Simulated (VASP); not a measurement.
A run of VASP 6.6.1 is set up as follows.

File INCAR:

```
SYSTEM = KBr
ALGO = Normal
EDIFF = 1E-7
ENCUT = 520
GGA = PE
GGA_COMPAT = .FALSE.
ISIF = 2
ISMEAR = 0
LASPH = .TRUE.
LCHARG = .FALSE.
LNONCOLLINEAR = .TRUE.
LORBIT = 11
LORBMOM = .TRUE.
LREAL = .FALSE.
LSORBIT = .TRUE.
LWAVE = .FALSE.
MAGMOM = 0 0 0 0 0 0
NBANDS = 28
NELM = 150
PREC = Accurate
SIGMA = 0.05
```

KPOINTS

```
k-points
0
G
  10 10 10
  0 0 0
```

Contents of POSCAR:

```
KBr
1.0
    4.0434990000      0.0000000000      0.0000000000
    0.0000000000      4.0434990000      0.0000000000
    0.0000000000      0.0000000000      4.0434990000
K Br
1 1
Direct
    0.0000000000      0.0000000000      0.0000000000
    0.5000000000      0.5000000000      0.5000000000
```

Potentials or basis: VASP PAW PBE potentials, release 64 (K_sv, Br).

The run is started by

```sh
$ cat potpaw_PBE.64/K_sv/POTCAR potpaw_PBE.64/Br/POTCAR > POTCAR
$ mpirun -np 1 vasp_ncl > vasp.out
```

**Question.** What does it give for the pressure?

**Answer.** 0.0 GPa.

**Question.** Estimate the net moment.

**Answer.** 0.00 μB per cell.

Moments on the atoms (μB; x, y, z):
```
K   0.00 0.00 0.00
Br  0.00 0.00 0.00
```
